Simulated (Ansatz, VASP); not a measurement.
One calculation of BiTe, two programs

The input INCAR:

```
SYSTEM = BiTe
AGGAC = 1.0 ; AGGAX = 1.0
ALDAC = 0.0 ; ALDAX = 1.0
ALGO = Normal ; EDIFF = 1E-6
ENCUT = 520 ; GGA = B5
ISIF = 2 ; ISMEAR = -1
LASPH = .True. ; LCHARG = .True.
LELF = .True. ; LREAL = .False.
LVHAR = .True. ; LWAVE = .False.
NBANDS = 18 ; NELM = 100
PREC = Accurate ; SIGMA = 0.02
```

The input KPOINTS:

```
k-points
0
Gamma
  7 7 7
  0 0 0
```

The input POSCAR:

```
BiTe
1.0
    0.0000000000      3.2775706714      3.2775706714
    3.2775706714      0.0000000000      3.2775706714
    3.2775706714      3.2775706714      0.0000000000
Bi Te
1 1
Direct
    0.0000000000      0.0000000000      0.0000000000
    0.5000000000      0.5000000000      0.5000000000
```

input.yaml

```yaml
crystal:
  lattice:
    - [0.0, 3.2775706714, 3.2775706714]
    - [3.2775706714, 0.0, 3.2775706714]
    - [3.2775706714, 3.2775706714, 0.0]
  atoms:
    - { symbol: Bi, position: [0.0, 0.0, 0.0] }
    - { symbol: Te, position: [0.5, 0.5, 0.5] }
kpoints:
  mp_grid: { grid: [7, 7, 7] }
scf:
  occupations: { method: fermi_dirac, width: 0.02 }
hamiltonian:
  xc: blyp
  pseudopotentials: { kind: all_electron, lapw: { basis_error: 0.001 } }
output:
  forces: true
  stress: true
  eigenvalues: true
```

Change from the starting cell: volume scaled by 1.04.

Alike in both runs: task single point; functional BLYP; k mesh 7 × 7 × 7; occupations fermi-dirac, width 0.02 eV; no spin polarisation.

|  | VASP | Ansatz |
| --- | --- | --- |
| version | VASP 6.6.1 | Ansatz 0.2.0 |
| potentials or method | VASP PAW PBE potentials, release 64 (Bi_d, Te), cutoff 520 eV | all-electron LAPW, scalar-relativistic |

```csv
,VASP,Ansatz,Ansatz less VASP
gap on the k mesh at the Fermi level (eV),none,none,-
pressure (GPa),2.6,2.5,-0.09
```

VASP's potentials were made for PBE, not for BLYP. A gap of «none» marks a metal or a gap that the smearing closes. Ansatz ran all-electron here, and VASP with PAW potentials.

Spin-orbit coupling is off throughout.
